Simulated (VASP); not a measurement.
# Be (P6_3/mmc) in VASP: settings compared

The runs below take Be through single point, relaxation of cell and atoms, with PBE, PBEsol.

All numbers are computed with VASP 6.6.1; they aren't measurements. Logs are shortened: lines on timing, memory, paths and dates and some standing lists are left out, and cuts for length are marked.

### Step 1. The cell of the first run

The structure is hexagonal, space group P6_3/mmc (No. 194). The conventional cell has a = 2.330 Å, b = 2.330 Å, c = 3.654 Å, α = 90.00°, β = 90.00°, γ = 120.00°. Be (site symmetry -6m2) has 12 Be at 2.27 to 2.33 Å within 3.0 Å.

### Step 2. Single point, PBE

INCAR

```
PREC = Accurate
ENCUT = 520
EDIFF = 1E-6
ISMEAR = -1
SIGMA = 0.05
LREAL = F
LASPH = T
NELM = 100
ALGO = Normal
ISIF = 2
LWAVE = F
LCHARG = F
GGA = PE
NBANDS = 9
```

KPOINTS

```
Automatic mesh
0
Gamma
  13 13 8
```

POSCAR

```
Be
1.0
    2.3301211831      0.0000000000      0.0000000000
   -1.1650605915      2.0179441385      0.0000000000
    0.0000000000      0.0000000000      3.6544962781
Be
2
Direct
    0.6666666667      0.3333333333      0.7500000000
    0.3333333333      0.6666666667      0.2500000000
```

Potentials or basis: VASP PAW PBE potentials, release 64 (Be).

Started as:

```bash
> cat potpaw_PBE.64/Be/POTCAR > POTCAR
> mpirun -np 1 vasp_std > vasp.out
```

OUTCAR:

```text
PREC = Accurate
   ENCUT = 520
   EDIFF = 1E-6
   ISMEAR = -1
   LREAL = F
   LASPH = T
   NELM = 100
   ISIF = 2
   GGA = PE

 ion  position               nearest neighbor table
   1  0.667  0.333  0.750-   2 2.27   2 2.27   2 2.27   2 2.27   2 2.27   2 2.27
   2  0.333  0.667  0.250-   1 2.27   1 2.27   1 2.27   1 2.27   1 2.27   1 2.27

  LATTYP: Found a hexagonal cell.
 ALAT       =     2.3301211831
 C/A-ratio  =     1.5683717674

  Lattice vectors:

 A1 = (   2.3301211831,   0.0000000000,   0.0000000000)
 A2 = (  -1.1650605915,   2.0179441385,   0.0000000000)
 A3 = (   0.0000000000,   0.0000000000,   3.6544962781)

Analysis of symmetry for initial positions (statically):
=====================================================================
 Subroutine PRICEL returns:
 Original cell was already a primitive cell.

 Routine SETGRP: Setting up the symmetry group for a
 hexagonal supercell.

 Subroutine GETGRP returns: Found 24 space group operations
 (whereof 12 operations were pure point group operations)
 out of a pool of 24 trial point group operations.

The static configuration has the point symmetry D_3d.
 The point group associated with its full space group is D_6h.

Analysis of symmetry for dynamics (positions and initial velocities):
=====================================================================
 Subroutine PRICEL returns:
 Original cell was already a primitive cell.

 Routine SETGRP: Setting up the symmetry group for a
 hexagonal supercell.

 Subroutine GETGRP returns: Found 24 space group operations
 (whereof 12 operations were pure point group operations)
 out of a pool of 24 trial point group operations.

The dynamic configuration has the point symmetry D_3d.
 The point group associated with its full space group is D_6h.

 Subroutine INISYM returns: Found 24 space group operations
 (whereof 12 operations are pure point group operations),
 and found     1 'primitive' translations

----------------------------------------------------------------------------------------

                                     Primitive cell

  volume of cell :      17.1836

  direct lattice vectors                    reciprocal lattice vectors
     2.330121183  0.000000000  0.000000000     0.429162229  0.247776928  0.000000000
    -1.165060592  2.017944138  0.000000000     0.000000000  0.495553856  0.000000000
     0.000000000  0.000000000  3.654496278     0.000000000  0.000000000  0.273635523

  length of vectors
     2.330121183  2.330121183  3.654496278     0.495553856  0.495553856  0.273635523

  position of ions in fractional coordinates (direct lattice)
     0.666666667  0.333333333  0.750000000
     0.333333333  0.666666667  0.250000000

  ion indices of the primitive-cell ions
   primitive index   ion index
                 1           1
                 2           2

----------------------------------------------------------------------------------------

 KPOINTS: Automatic mesh

Automatic generation of k-mesh.
 Grid dimensions read from file:
 generate k-points for:   13   13    8

 Generating k-lattice:

  Cartesian coordinates                     Fractional coordinates (reciprocal lattice)
     0.033012479  0.019059764  0.000000000     0.076923077  0.000000000  0.000000000
     0.000000000  0.038119527  0.000000000     0.000000000  0.076923077  0.000000000
     0.000000000  0.000000000  0.034204440     0.000000000  0.000000000  0.125000000

  Length of vectors
     0.038119527  0.038119527  0.034204440

  Shift w.r.t. Gamma in fractional coordinates (k-lattice)
     0.000000000  0.000000000  0.000000000

 Subroutine IBZKPT returns following result:
 ===========================================

 Found    105 irreducible k-points:

 Following reciprocal coordinates:
            Coordinates               Weight
  0.000000  0.000000  0.000000      1.000000
  0.076923  0.000000  0.000000      6.000000
  0.153846  0.000000  0.000000      6.000000
  0.230769 -0.000000  0.000000      6.000000
  0.307692  0.000000  0.000000      6.000000
  0.384615  0.000000  0.000000      6.000000
[... 16 lines left out ...]
  0.076923  0.000000  0.125000     12.000000
  0.153846  0.000000  0.125000     12.000000
 [... further k-points ...]
   k-points           NKPTS =    105   k-points in BZ     NKDIM =    105   number of bands    NBANDS=      9
   number of dos      NEDOS =    301   number of ions     NIONS =      2
   total plane-waves  NPLWV =   9072
   dimension x,y,z NGX =    18 NGY =   18 NGZ =   28
   dimension x,y,z NGXF=    36 NGYF=   36 NGZF=   56
   ions per type =               2
   NGX,Y,Z   is equivalent  to a cutoff of  12.84, 12.84, 12.74 a.u.
   NGXF,Y,Z  is equivalent  to a cutoff of  25.68, 25.68, 25.47 a.u.
 SYSTEM =  unknown system
   PREC   = accura    normal or accurate (medium, high low for compatibility)
   ISTART =      0    job   : 0-new  1-cont  2-samecut
   ICHARG =      2    charge: 1-file 2-atom 10-const
   ISPIN  =      1    spin polarized calculation?
   LNONCOLLINEAR =      F non collinear calculations
   LSORBIT =      F    spin-orbit coupling
   LASPH  =      T    aspherical Exc in radial PAW
   ENCUT  =  520.0 eV  38.22 Ry    6.18 a.u.   4.33  4.33  6.79*2*pi/ulx,y,z
   NELM   =    100;   NELMIN=  2; NELMDL= -5     # of ELM steps
   EDIFF  = 0.1E-05   stopping-criterion for ELM
   LREAL  =      F    real-space projection
   EDIFFG = 0.1E-04   stopping-criterion for IOM
   NSW    =      0    number of steps for IOM
   IBRION =     -1    ionic relax: 0-MD 1-quasi-New 2-CG
   NFREE  =      0    steps in history (QN), initial steepest desc. (CG)
   ISIF   =      2    stress and relaxation
   ISYM   =      2    0-nonsym 1-usesym 2-fastsym
   POTIM  = 0.5000    time-step for ionic-motion
   TEBEG  =    0.0;   TEEND  =   0.0 temperature during run
   PSTRESS=    0.0 pullay stress
   NELECT =       4.0000    total number of electrons
   NUPDOWN=      -1.0000    fix difference up-down
   EMIN   =  10.00;   EMAX   =-10.00  energy-range for DOS
[... 5 lines left out ...]
     AMIX     =   0.40;   BMIX     =  1.00
     AMIX_MAG =   1.60;   BMIX_MAG =  1.00
  volume/ion in A,a.u.               =       8.59        57.98
  Fermi-wavevector in a.u.,A,eV,Ry     =   1.007063  1.903072 13.798688  1.014175
  Thomas-Fermi vector in A             =   2.139844
   LORBIT       =      0    0 simple, 1 ext, 2 COOP (PROOUT), +10 PAW based schemes
   GGA     = PE    functional components
   LHFCALC =     F    Hartree Fock is set to
   AEXX    =    0.0000 exact exchange contribution
   IVDW    =     0    specifies the selected vdW correction
   LEPSILON=     F    determine dielectric tensor
   LRPA    =     F    only Hartree local field effects (RPA)
 non-spin polarized calculation
  energy-cutoff  :      520.00
  volume of cell :       17.18
 maximum number of plane-waves:       494
 NGX is ok and might be reduce to    18
   NGX =  9   NGY =  9   NGZ = 13

 number of electron       4.0000000 magnetization

 Free energy of the ion-electron system (eV)
  ---------------------------------------------------
  ext. energy  EPLUGINS =         0.00000000
  ---------------------------------------------------
  free energy    TOTEN  =        -7.49316118 eV

  energy without entropy =       -7.49199005  energy(sigma->0) =       -7.49257562

 E-fermi :   6.2362     XC(G=0): -10.3353

 val. band max:        6.1826653597   @ k =   0.2308   0.1538   0.0000
 cond. band min:       6.2908873848   @ k =   0.3077   0.1538   0.0000
 fundamental gap:      0.1082220251
 Fermi energy:         6.2361572668

 k-point     1 :       0.0000    0.0000    0.0000
  band No.  band energies     occupation
      1      -4.5338      2.00000
      2       2.2456      2.00000
      3       7.2728      0.00000
      4      21.2659      0.00000
      5      21.2659      0.00000
      6      23.9702      0.00000
      7      23.9702      0.00000
      8      25.9939      0.00000
      9      32.0765      0.00000

 k-point     2 :       0.0769    0.0000    0.0000
  band No.  band energies     occupation
      1      -4.3693      2.00000
      2       2.4554      2.00000
      3       7.3320      0.00000
      4      20.0088      0.00000
      5      20.3873      0.00000
      6      23.9492      0.00000
      7      24.3705      0.00000
      8      25.6769      0.00000
      9      29.8856      0.00000

 k-point     3 :       0.1538    0.0000    0.0000
  band No.  band energies     occupation
      1      -3.8755      2.00000
      2       3.0834      2.00000
      3       7.4857      0.00000
      4      17.2932      0.00000
      5      18.8762      0.00000
      6      23.6670      0.00000
      7      24.4296      0.00000
      8      24.4787      0.00000
      9      27.0385      0.00000

 k-point     4 :       0.2308   -0.0000    0.0000
  band No.  band energies     occupation
      1      -3.0526      2.00000
      2       4.1248      2.00000
      3       7.6043      0.00000
      4      14.4387      0.00000
      5      17.4688      0.00000
      6      22.0786      0.00000
      7      22.3706      0.00000
      8      23.8713      0.00000
      9      25.1533      0.00000

 k-point     5 :       0.3077    0.0000    0.0000
  band No.  band energies     occupation
      1      -1.9045      2.00000
      2       5.5671      2.00000
      3       7.2129      0.00000
      4      12.4249      0.00000
      5      16.3494      0.00000
      6      18.9623      0.00000
      7      19.9789      0.00000
      8      23.1621      0.00000
      9      24.6731      0.00000

 k-point     6 :       0.3846    0.0000    0.0000
  band No.  band energies     occupation
      1      -0.4514      2.00000
      2       5.7258      1.99993
      3       7.3716      0.00000
      4      12.0075      0.00000
      5      15.5822      0.00000
      6      15.8199      0.00000
      7      17.6949      0.00000
      8      22.5934      0.00000
      9      24.5629      0.00000
[... 169 lines left out ...]
 k-point    21 :       0.3077    0.3077    0.0000
  band No.  band energies     occupation
      1       3.2945      2.00000
      2       5.6620      1.99998
      3       5.9177      1.99658
      4      11.6127      0.00000
      5      12.7979      0.00000
      6      13.6344      0.00000
      7      18.4144      0.00000
      8      18.9987      0.00000
      9      19.4354      0.00000

 k-point    22 :       0.0000    0.0000    0.1250
  band No.  band energies     occupation
      1      -4.4018      2.00000
      2       1.4958      2.00000
      3       8.3204      0.00000
      4      21.3813      0.00000
      5      21.3813      0.00000
      6      23.9233      0.00000
      7      23.9233      0.00000
      8      25.0815      0.00000
      9      32.6560      0.00000

 k-point    23 :       0.0769    0.0000    0.1250
  band No.  band energies     occupation
      1      -4.2372      2.00000
      2       1.6884      2.00000
      3       8.3951      0.00000
      4      20.1330      0.00000
      5      20.5174      0.00000
      6      23.7817      0.00000
      7      24.2226      0.00000
      8      24.9398      0.00000
      9      29.8538      0.00000

 k-point    24 :       0.1538    0.0000    0.1250
  band No.  band energies     occupation
      1      -3.7433      2.00000
      2       2.2603      2.00000
      3       8.5970      0.00000
      4      17.4169      0.00000
      5      19.0207      0.00000
      6      23.1670      0.00000
      7      24.0152      0.00000
      8      24.0931      0.00000
      9      27.2471      0.00000

 [... further k-points ...]
[... 5 lines left out ...]
  --------------------------------------------------------------------------------------
  -------------------------------------------------------------------------------------
  Total       -0.8643895     -0.8643895     -1.0712255     -0.0000000      0.0000000      0.0000000
  in kB      -80.5944085    -80.5944085    -99.8794888     -0.0000000      0.0000000      0.0000000
  external PRESSURE =     -87.0227686 kB  Pullay stress =       0.0000000 kB

 VOLUME and BASIS-vectors are now :
 -----------------------------------------------------------------------------
  energy-cutoff  :      520.00
  volume of cell :       17.18
      direct lattice vectors                 reciprocal lattice vectors
     2.330121183  0.000000000  0.000000000     0.429162229  0.247776928  0.000000000
    -1.165060592  2.017944138  0.000000000     0.000000000  0.495553856  0.000000000
     0.000000000  0.000000000  3.654496278     0.000000000  0.000000000  0.273635523

 POSITION                                       TOTAL-FORCE (eV/Angst)
 -----------------------------------------------------------------------------------
      1.16506      0.67265      2.74087         0.000000     -0.000000      0.000000
     -0.00000      1.34530      0.91362        -0.000000      0.000000      0.000000
 -----------------------------------------------------------------------------------
    total drift:                                0.000000     -0.000000      0.000000

  FREE ENERGIE OF THE ION-ELECTRON SYSTEM (eV)
  ---------------------------------------------------
  free  energy   TOTEN  =        -7.4931611794 eV

  energy  without entropy=       -7.4919900542  energy(sigma->0) =       -7.49257562
```

Wall time 17 s (1 thread of Intel Xeon 8259CL, shared host); peak memory 0.13 GiB.

Results:

```
Free energy            : -7.4932 eV
Pressure               : -8.7 GPa
Band gap on the k mesh : zero (band 2 reaches 7.43 eV, above the bottom of band 3 at 5.84 eV)
```

Levels at points of the mesh, in eV from the Fermi level:
```csv
k point,band 1,band 2,band 3,band 4,band 5,band 6,band 7
"(0.00, 0.00, 0.00)",-10.77,-3.99,1.04,15.03,15.03,17.73,17.73
"(0.00, 0.00, 0.50)",-8.66,-8.66,10.28,10.28,16.58,16.58,16.58
```

### Step 3. Relaxation of cell and atoms, PBEsol

This run uses another cell than the first one, of 8.11 Å³/atom, 0.943 times its volume.

INCAR

```
PREC = Accurate
ENCUT = 600
EDIFF = 1E-6
ISMEAR = -1
SIGMA = 0.05
LREAL = False
LASPH = True
NELM = 80
ALGO = Normal
ISIF = 3
LWAVE = False
LCHARG = False
GGA = PS
IBRION = 2
NSW = 60
EDIFFG = -0.01
```

KPOINTS is that of step 2.

POSCAR

```
Be
1.0
    2.2853000000      0.0000000000      0.0000000000
   -1.1426500000      1.9791278553      0.0000000000
    0.0000000000      0.0000000000      3.5842000000
Be
2
Direct
    0.6666666667      0.3333333333      0.7500000000
    0.3333333333      0.6666666667      0.2500000000
```

Potentials or basis: VASP PAW PBE potentials, release 64 (Be).

Started as:

```bash
> cat potpaw_PBE.64/Be/POTCAR > POTCAR
> mpirun -np 1 vasp_std > vasp.out
```

It took 30 s on 1 thread of Intel Xeon 8259CL, shared host; peak memory 0.13 GiB.

Results (log left out):

| Item | Value |
| --- | --- |
| Free energy | -7.9938 eV |
| Relaxed volume | 7.86 Å³/atom |
| Relaxed cell | a = 2.263 Å, b = 2.263 Å, c = 3.546 Å, α = 90.00°, β = 90.00°, γ = 120.00° |
| Space group after relaxing (to 0.05 Å) | P6_3/mmc (No. 194) |
| Energy gained by relaxing | 2.7 meV/atom |
| Ionic steps | 5 |
| Pressure after relaxing | 0.1 GPa |
| Band gap on the k mesh | zero (band 2 reaches 8.15 eV, above the bottom of band 3 at 6.51 eV) |

Stress tensor (GPa, compression positive):
```
0.02 0.00 0.00
0.00 0.02 0.00
0.00 0.00 0.13
```

The path:
| step | energy change (eV) | largest force (eV/Å) | pressure (GPa) | volume (Å³) |
| --- | --- | --- | --- | --- |
| 1 | 0.0000 | 0.0000 | -3.51 | 16.21 |
| 2 | -0.0052 | 0.0000 | -0.46 | 15.80 |
| 3 | -0.0053 | 0.0000 | -0.03 | 15.74 |
| 4 | -0.0053 | 0.0000 | 0.04 | 15.73 |
| 5 | -0.0053 | 0.0000 | 0.06 | 15.73 |

Final structure:
```
Be
1.0
     2.26326    0.00000    0.00000
    -1.13163    1.96004    0.00000
     0.00000    0.00000    3.54579
Be
2
Direct
  0.66667 0.33333 0.75000
  0.33333 0.66667 0.25000
```

Levels at points of the mesh, in eV from the Fermi level:
```csv
k point,band 1,band 2,band 3,band 4,band 5,band 6
"(0.00, 0.00, 0.00)",-11.20,-4.26,1.40,16.13,16.13,19.01
"(0.00, 0.00, 0.50)",-9.02,-9.02,11.08,11.08,17.81,17.81
```

Caveat: the PAW data sets were made with another functional, which shifts forces and pressure a little.

### Step 4. Single point, PBEsol

This run uses another cell than the first one, of 6.55 Å³/atom, 0.763 times its volume.

INCAR

```
PREC = Accurate
ENCUT = 520
EDIFF = 1E-7
ISMEAR = -1
SIGMA = 0.05
LREAL = False
LASPH = True
NELM = 100
ALGO = Fast
ISIF = 2
LWAVE = False
LCHARG = False
GGA = PS
NBANDS = 9
```

KPOINTS is that of step 3.

POSCAR

```
Be
1.0
    2.1237208432      0.0000000000      0.0000000000
   -1.0618604216      1.8391962008      0.0000000000
    0.0000000000      0.0000000000      3.3550363910
Be
2
Direct
    0.6666666667      0.3333333333      0.7500000000
    0.3333333333      0.6666666667      0.2500000000
```

Started as:

```bash
> cat potpaw_PBE.64/Be/POTCAR > POTCAR
> mpirun -np 1 vasp_std > vasp.out
```

It took 22 s on 1 thread of AMD EPYC, shared host; peak memory 0.09 GiB.

Results (log left out):

```yaml
Free_energy: -7.7738 eV
Pressure: 30.6 GPa
Band_gap_on_the_k_mesh: zero (band 2 reaches 9.81 eV, above the bottom of band 3 at 8.12 eV)
```

Stress tensor (GPa, compression positive):
```
30.54  0.00  0.00
 0.00 30.54  0.00
 0.00  0.00 30.61
```

Levels at points of the mesh, in eV from the Fermi level:
```tsv
k point	band 1	band 2	band 3	band 4	band 5	band 6
(0.00, 0.00, 0.00)	-12.14	-4.98	2.02	18.82	18.82	22.04
(0.00, 0.00, 0.50)	-9.86	-9.86	12.50	12.50	20.74	20.74
```

Caveat: the PAW data sets were made with another functional, which shifts forces and pressure a little.

### Step 5. Single point, PBEsol

This run uses another cell than the first one, of 6.89 Å³/atom, 0.802 times its volume.

INCAR

```
PREC = Accurate ; ENCUT = 520
EDIFF = 1E-7 ; ISMEAR = -1
SIGMA = 0.05 ; LREAL = False
LASPH = True ; NELM = 100
ALGO = Normal ; ISIF = 2
LWAVE = False ; LCHARG = False
GGA = PS ; NBANDS = 9
```

KPOINTS

```
regular mesh
0
Gamma
  13 13 8
```

POSCAR

```
Be
1.0
    2.1606576336      0.0000000000      0.0000000000
   -1.0803288168      1.8711843996      0.0000000000
    0.0000000000      0.0000000000      3.4067293072
Be
2
Direct
    0.6666666667      0.3333333333      0.7500000000
    0.3333333333      0.6666666667      0.2500000000
```

Started as:

```bash
> cat potpaw_PBE.64/Be/POTCAR > POTCAR
> mpirun -np 1 vasp_std > vasp.out
```

Wall time 16 s (1 thread of AMD EPYC, shared host); peak memory 0.09 GiB.

It converged, with:

| Item | Value |
| --- | --- |
| Free energy | -7.8797 eV |
| Pressure | 20.5 GPa |
| Band gap on the k mesh | zero (band 2 reaches 9.34 eV, above the bottom of band 3 at 7.66 eV) |

Levels at points of the mesh, in eV from the Fermi level:
```tsv
k point	band 1	band 2	band 3	band 4	band 5	band 6
(0.00, 0.00, 0.00)	-11.88	-4.77	1.84	18.06	18.06	21.19
(0.00, 0.00, 0.50)	-9.62	-9.62	12.09	12.09	19.91	19.91
```

Caveat: the PAW data sets were made with another functional, which shifts forces and pressure a little.

### Step 6. Overview

| task | level | cell | cutoff (eV) | gap on the mesh (eV) | pressure (GPa) |
| --- | --- | --- | --- | --- | --- |
| single point | PBE | a = 2.330, b = 2.330, c = 3.654 Å, angles 90.0, 90.0, 120.0°, 2 atoms | 520 | none | -8.7 |
| relaxation of cell and atoms | PBEsol | relaxed from a = 2.285, b = 2.285, c = 3.584 Å, angles 90.0, 90.0, 120.0°, 2 atoms | 600 | none | 0.1 |
| single point | PBEsol | a = 2.124, b = 2.124, c = 3.355 Å, angles 90.0, 90.0, 120.0°, 2 atoms | 520 | none | 30.6 |
| single point | PBEsol | a = 2.161, b = 2.161, c = 3.407 Å, angles 90.0, 90.0, 120.0°, 2 atoms | 520 | none | 20.5 |

Alike in all rows: potentials or basis VASP PAW PBE potentials, release 64 (Be); no spin polarisation; k mesh 13 × 13 × 8; smearing fermi-dirac 0.05 eV.

Caveats: the PAW data sets were made with another functional, which shifts forces and pressure a little (some runs).

Absolute energies hang on the potentials; compare differences alone.
